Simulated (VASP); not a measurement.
Set up this calculation in VASP 6.6.1, as the native input.

```
Task                   : relaxation of shape and atoms at fixed volume
Functional             : r2SCAN
Potentials or basis    : VASP PAW PBE potentials, release 64 (N)
Cutoff                 : 600 eV
k mesh                 : 18 × 18 × 18
Occupations            : gaussian, width 0.1 eV
Spin                   : no spin polarisation
Dipole correction      : no
Further INCAR settings : ALGO = Normal; EDIFF = 1e-06; IBRION = 2; EDIFFG = -0.01; NSW = 50; ISIF = 4
```

The system is N.

```
N
1.0
     2.61712    0.00000    0.00000
    -1.30856    2.26649    0.00000
     0.00000    0.00000    2.48350
N
2
Direct
  0.66667 0.33333 0.25000
  0.33333 0.66667 0.75000
```

This cell differs from its parent crystal: volume scaled by 1.06.

One way to write it, as run:

POSCAR

```
N
1.0
    2.6171178673      0.0000000000      0.0000000000
   -1.3085589336      2.2664905578      0.0000000000
    0.0000000000      0.0000000000      2.4835012967
N
2
Direct
    0.6666666667      0.3333333333      0.2500000000
    0.3333333333      0.6666666667      0.7500000000
```

INCAR.step1

```
ALGO = Normal
EDIFF = 1E-4
ENCUT = 600
GGA = PE
ISMEAR = 0
LASPH = T
LCHARG = F
LREAL = F
LWAVE = T
NELM = 100
PREC = Accurate
SIGMA = 0.1
```

INCAR.step2

```
ALGO = Normal
EDIFF = 1E-6
EDIFFG = -0.01
ENCUT = 600
IBRION = 2
ISIF = 4
ISMEAR = 0
ISTART = 1
LASPH = T
LCHARG = F
LMIXTAU = T
LREAL = F
LWAVE = F
METAGGA = R2SCAN
NELM = 100
NSW = 50
PREC = Accurate
SIGMA = 0.1
```

KPOINTS

```
k-points
0
Gamma
  18 18 18
```

Potentials or basis: VASP PAW PBE potentials, release 64 (N).

The run is started by

```bash
$ cat potpaw_PBE.64/N/POTCAR > POTCAR
$ cp INCAR.step1 INCAR
$ mpirun -np 1 vasp_std > vasp.out
$ cp INCAR.step2 INCAR
$ mpirun -np 1 vasp_std > vasp.out
```

Results of the run:

```json
{
 "Energy gained by relaxing": "0.1 meV/atom",
 "Ionic steps": "3",
 "Pressure after relaxing": "-10.8 GPa",
 "Band gap on the k mesh": "zero (band 5 reaches 6.47 eV, above the bottom of band 6 at 2.22 eV)"
}
```

Caveat: the PAW data sets were made with another functional, which shifts forces and pressure a little.

Wall time 120 s on 1 thread of Intel(R) Xeon(R) 6975P-C (Granite Rapids) (shared host), peak memory 0.17 GiB.
